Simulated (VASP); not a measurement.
Crystal: Co.

```xyz
2
Lattice="2.5090 0.0000 0.0000 -1.2545 2.1729 0.0000 0.0000 0.0000 4.0646" Properties=species:S:1:pos:R:3 pbc="T T T"
Co    0.0000    1.4486    1.0162
Co    1.2545    0.7243    3.0485
```

* Program: VASP 6.6.1
* Task: relaxation of cell and atoms
* Functional: LDA
* Potentials or basis: VASP PAW LDA potentials, release 64 (Co)
* Cutoff: 600 eV
* k mesh: 19 × 19 × 11
* Occupations: fermi-dirac, width 0.08 eV
* Spin: collinear spin, ferromagnetic start
* Starting moments: [1.7, 1.7] μB

At the start: pressure -22.4 GPa; volume 11.08 Å³/atom.

Question: Where does the relaxation end?

Answer: Over 9 steps the energy falls by 87.2 meV/atom and the volume is 9.95 Å³/atom (-10.2 %); space group P6_3/mmc (No. 194, to 0.1 Å) before and after; moment 2.91 μB per cell.

The path:
```
step  energy change (eV)  largest force (eV/Å)  pressure (GPa)  volume (Å³)
   1              0.0000                0.0000          -22.40        22.16
   2              0.0961                0.0000           40.50        17.55
   3             -0.1742                0.0000           -0.58        19.96
   4             -0.1743                0.0000           -0.17        19.92
   5             -0.1743                0.0000            0.41        19.87
   6             -0.1744                0.0000           -0.42        19.94
   7             -0.1744                0.0000           -0.25        19.92
   8             -0.1744                0.0000           -0.16        19.92
   9             -0.1745                0.0000            0.04        19.90
```

Final structure:
```yaml
crystal:
  lattice:
    - [2.42456, 0.00000, 0.00000]
    - [-1.21228, 2.09973, 0.00000]
    - [0.00000, 0.00000, 3.90899]
  atoms:
    - { symbol: Co, position: [0.33333, 0.66667, 0.25000] }
    - { symbol: Co, position: [0.66667, 0.33333, 0.75000] }
```
